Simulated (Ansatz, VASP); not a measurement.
**One calculation of C, two programs**

The input INCAR:

```
SYSTEM = C
ALGO = Normal
EDIFF = 1E-7
ENCUT = 520
GGA = PE
ISIF = 2
ISMEAR = -1
LASPH = .TRUE.
LCHARG = .TRUE.
LELF = .TRUE.
LREAL = .FALSE.
LVHAR = .TRUE.
LWAVE = .FALSE.
NBANDS = 11
NELM = 80
PREC = Accurate
SIGMA = 0.05
```

File KPOINTS:

```
k-points
0
G
  18 18 18
  0 0 0
```

File POSCAR:

```
C
1.0
    0.0000000000      2.0844600000      3.3480000000
    1.2034400000      0.0000000000      3.3480000000
    1.2034400000      2.0844600000      0.0000000000
C
2
Direct
    0.1666700000      0.8333300000      0.1666700000
    0.8333300000      0.1666700000      0.8333300000
```

Input for Ansatz:

```yaml
crystal:
  lattice:
    - [0.0, 2.08446, 3.348]
    - [1.20344, 0.0, 3.348]
    - [1.20344, 2.08446, 0.0]
  atoms:
    - { symbol: C, position: [0.16667, 0.83333, 0.16667] }
    - { symbol: C, position: [0.83333, 0.16667, 0.83333] }
kpoints:
  mp_grid: { grid: [18, 18, 18] }
  band_path:
    path:
      - [0.0, 0.0, 0.0]
      - [0.5, 0.0, 0.5]
      - [1.0, 0.5, 0.5]
      - [0.5, 0.5, 0.0]
      - [0.0, 0.0, 0.0]
      - [0.0, 0.3656312238, 0.3656312238]
      - [1.0, 0.6343687762, 0.6343687762]
      - [1.0, 0.5, 0.5]
      - [0.5, 0.0, 0.5]
    npoints: 5
scf:
  occupations: { method: fermi_dirac, width: 0.05 }
hamiltonian:
  xc: pbe
  pseudopotentials: { kind: all_electron, lapw: { basis_error: 0.00025 } }
output:
  forces: true
  stress: true
  eigenvalues: true
```

Change from the starting cell: equal xx and yy strain of -2 %.

Alike in both runs: task single point; functional PBE; k mesh 18 × 18 × 18; occupations fermi-dirac, width 0.05 eV; no spin polarisation.

```csv
,VASP,Ansatz
version,VASP 6.6.1,Ansatz 0.2.0
potentials or method,"VASP PAW PBE potentials, release 64 (C), cutoff 520 eV","all-electron LAPW, scalar-relativistic"
```

VASP gave:

- pressure (GPa): 23.9
- traceless stress, the component that is largest in VASP (GPa): -20.11

Q: Which values does Ansatz return?

A: Pressure (GPa): 23.4; traceless stress, the component that is largest in VASP (GPa): -19.45.

Ansatz ran all-electron here, and VASP with PAW potentials.
